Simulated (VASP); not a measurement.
Here is a VASP 6.6.1 calculation.

The input POSCAR:

```
Si
1.0
   -2.3870772145      2.3870772145      1.3380687285
    2.3870772145     -2.3870772145      1.3380687285
    2.3870772145      2.3870772145     -1.3380687285
Si
2
Direct
    0.5000000000      0.5000000000      0.0000000000
    0.2500000000      0.7500000000      0.5000000000
```

Contents of INCAR.step1:

```
SYSTEM = Si
PREC = Accurate
ENCUT = 520
EDIFF = 1E-5
ISMEAR = -1
SIGMA = 0.05
LREAL = .False.
LASPH = .True.
NELM = 60
ALGO = Normal
ISIF = 2
LWAVE = .True.
LCHARG = .False.
GGA = PE
NBANDS = 11
```

File INCAR.step2:

```
SYSTEM = Si
PREC = Accurate
ENCUT = 520
EDIFF = 1E-6
ISMEAR = -1
SIGMA = 0.05
LREAL = .False.
LASPH = .True.
NELM = 60
ALGO = Normal
ISIF = 2
LWAVE = .False.
LCHARG = .False.
GGA = PE
LHFCALC = .True.
HFSCREEN = 0.2079
PRECFOCK = Normal
ISTART = 1
NBANDS = 11
```

The input KPOINTS:

```
regular mesh
0
Gamma
  8 8 8
  0 0 0
```

Potentials or basis: VASP PAW PBE potentials, release 64 (Si).

Run with:

```console
$ cat potpaw_PBE.64/Si/POTCAR > POTCAR
$ cp INCAR.step1 INCAR
$ mpirun -np 1 vasp_std > vasp.out
$ cp INCAR.step2 INCAR
$ mpirun -np 1 vasp_std > vasp.out
```

Q: Estimate the pressure.

A: -1.2 GPa.

Q: Estimate the band gap on the k mesh.

A: Zero (bands 4 and 5 overlap by 5.99 eV).

Stress tensor (GPa, compression positive):
```
-2.27  0.00  0.00
 0.00 -2.27  0.00
 0.00  0.00  0.92
```

Caveat: the PAW data sets were made with another functional, which shifts forces and pressure a little.
